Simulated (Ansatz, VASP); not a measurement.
C in VASP and in Ansatz

Contents of INCAR:

```
SYSTEM = C
  ALGO = Normal
  EDIFF = 1E-6
  ENCUT = 520
  GGA = PE
  ISIF = 2
  ISMEAR = -1
  LASPH = .TRUE.
  LCHARG = .TRUE.
  LELF = .TRUE.
  LREAL = .FALSE.
  LVHAR = .TRUE.
  LWAVE = .FALSE.
  NBANDS = 8
  NELM = 80
  PREC = Accurate
  SIGMA = 0.03
```

The input KPOINTS:

```
k-points
0
G
  15 15 15
  0 0 0
```

The input POSCAR:

```
C
1.0
    1.7636463210      0.0000000000      0.0000000000
    0.0000000000      1.7636463210      0.0000000000
    0.0000000000      0.0000000000      1.7636463210
C
1
Direct
    0.0000000000      0.0000000000      0.0000000000
```

Input for Ansatz:

```yaml
crystal:
  lattice:
    - [1.763646321, 0.0, 0.0]
    - [0.0, 1.763646321, 0.0]
    - [0.0, 0.0, 1.763646321]
  atoms:
    - { symbol: C, position: [0.0, 0.0, 0.0] }
kpoints:
  mp_grid: { grid: [15, 15, 15] }
scf:
  occupations: { method: fermi_dirac, width: 0.03 }
hamiltonian:
  xc: pbe
  pseudopotentials: { kind: all_electron, lapw: { basis_error: 0.001 } }
output:
  forces: true
  stress: true
  eigenvalues: true
```

Change from the starting cell: volume scaled by 0.98.

Alike in both runs: task single point; functional PBE; k mesh 15 × 15 × 15; occupations fermi-dirac, width 0.03 eV; no spin polarisation.

|  | VASP | Ansatz |
| --- | --- | --- |
| version | VASP 6.6.1 | Ansatz 0.2.0 |
| potentials or method | VASP PAW PBE potentials, release 64 (C), cutoff 520 eV | all-electron LAPW, scalar-relativistic |

```tsv
	VASP	Ansatz	Ansatz less VASP
pressure (GPa)	6.5	6.2	-0.38
```

Ansatz ran all-electron here, and VASP with PAW potentials.
